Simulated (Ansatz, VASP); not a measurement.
Two plane-wave programs on AlP

INCAR

```
SYSTEM = AlP
PREC = Accurate
ENCUT = 500
EDIFF = 1E-7
ISMEAR = 0
SIGMA = 0.02
LREAL = .False.
LASPH = .True.
NELM = 120
ALGO = Normal
ISIF = 3
LWAVE = .False.
LCHARG = .False.
GGA = CA
IBRION = 2
NSW = 100
EDIFFG = -0.002
GGA_COMPAT = .False.
NELMIN = 4
```

Contents of KPOINTS:

```
regular mesh
0
Gamma
  8 8 8
  0 0 0
```

Contents of POSCAR:

```
AlP
1.0
    0.0000000000      2.7320000000      2.7320000000
    2.7320000000      0.0000000000      2.7320000000
    2.7320000000      2.7320000000      0.0000000000
Al P
1 1
Direct
    0.0000000000      0.0000000000      0.0000000000
    0.2500000000      0.2500000000      0.2500000000
```

Input for Ansatz:

```yaml
crystal:
  lattice:
    - [0.0, 2.732, 2.732]
    - [2.732, 0.0, 2.732]
    - [2.732, 2.732, 0.0]
  atoms:
    - { symbol: Al, position: [0.0, 0.0, 0.0] }
    - { symbol: P, position: [0.25, 0.25, 0.25] }
basis:
  ecutwfc: 420
kpoints:
  mp_grid: { grid: [8, 8, 8] }
hamiltonian:
  xc: lda
scf:
  occupations: { method: gaussian, width: 0.02 }
output:
  forces: true
  stress: true
  eigenvalues: true
relax:
  adjacent_minimum: "off"
  f_tol: 0.002
  max_steps: 80
  cell: { stress_tol: 0.02 }
```

Alike in both runs: task relaxation of cell and atoms; functional LDA; k mesh 8 × 8 × 8; occupations gaussian, width 0.02 eV; no spin polarisation.

|  | VASP | Ansatz |
| --- | --- | --- |
| version | VASP 6.6.1 | Ansatz 0.2.0 |
| potentials or method | VASP PAW LDA potentials, release 64 (Al, P), cutoff 500 eV | scalar-relativistic, plane waves, PAW |
| valence electrons in the cell | 8 | 8 |

```tsv
	VASP	Ansatz	Ansatz less VASP
gap on the k mesh at the Fermi level, each at its own relaxed structure (eV)	1.42	1.42	+0.004
relaxed volume (Å³/atom)	20.07	20.06	-0.012
relaxed cell length with the largest relative difference (Å)	3.843	3.842	-0.0008
```

LDA's correlation is that of Perdew and Zunger in VASP and of Perdew and Wang (1992) in Ansatz.
